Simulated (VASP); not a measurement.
Set up this calculation in VASP 6.6.1, as the native input.

* Task: relaxation of cell and atoms
* Functional: PBE
* Potentials or basis: VASP PAW PBE potentials, release 64 (Au)
* Cutoff: 600 eV
* k mesh: 6 × 6 × 6
* Occupations: gaussian, width 0.1 eV
* Spin: no spin polarisation
* Dipole correction: no
* Further INCAR settings: ALGO = Fast; EDIFF = 1e-06; IBRION = 2; EDIFFG = -0.04; NSW = 90; ISIF = 3

The structure of Au lies in POSCAR:

```
Au
1.0
    2.6683366361      0.0000000000      0.0000000000
    0.0000000000      2.6683366361      0.0000000000
    0.0000000000      0.0000000000      2.6683366361
Au
1
Direct
    0.0000000000      0.0000000000      0.0000000000
```

The input as run:

INCAR

```
  ALGO = Fast
  EDIFF = 1E-6
  EDIFFG = -0.04
  ENCUT = 600
  GGA = PE
  IBRION = 2
  ISIF = 3
  ISMEAR = 0
  LASPH = True
  LCHARG = False
  LREAL = False
  LWAVE = False
  NELM = 80
  NSW = 90
  PREC = Accurate
  SIGMA = 0.1
```

KPOINTS

```
k-points
0
Gamma
  6 6 6
```

Potentials or basis: VASP PAW PBE potentials, release 64 (Au).

Run with:

```console
$ cat potpaw_PBE.64/Au/POTCAR > POTCAR
$ mpirun -np 1 vasp_std > vasp.out
```

Results of the run:

```yaml
Relaxed_volume: 20.44 Å³/atom
Relaxed_cell: a = 2.734 Å, b = 2.734 Å, c = 2.734 Å, α = 90.00°, β = 90.00°, γ = 90.00°
Space_group_after_relaxing_to_0.05_Å: Pm-3m (No. 221)
Energy_gained_by_relaxing: 36.6 meV/atom
Ionic_steps: 3
Pressure_after_relaxing: -0.3 GPa
```

Caveat: the k points lie up to 0.38 Å⁻¹ apart in the final cell.

Wall time 6.4 s on 1 thread of Intel(R) Xeon(R) 6975P-C (Granite Rapids) (shared host), peak memory 0.15 GiB.
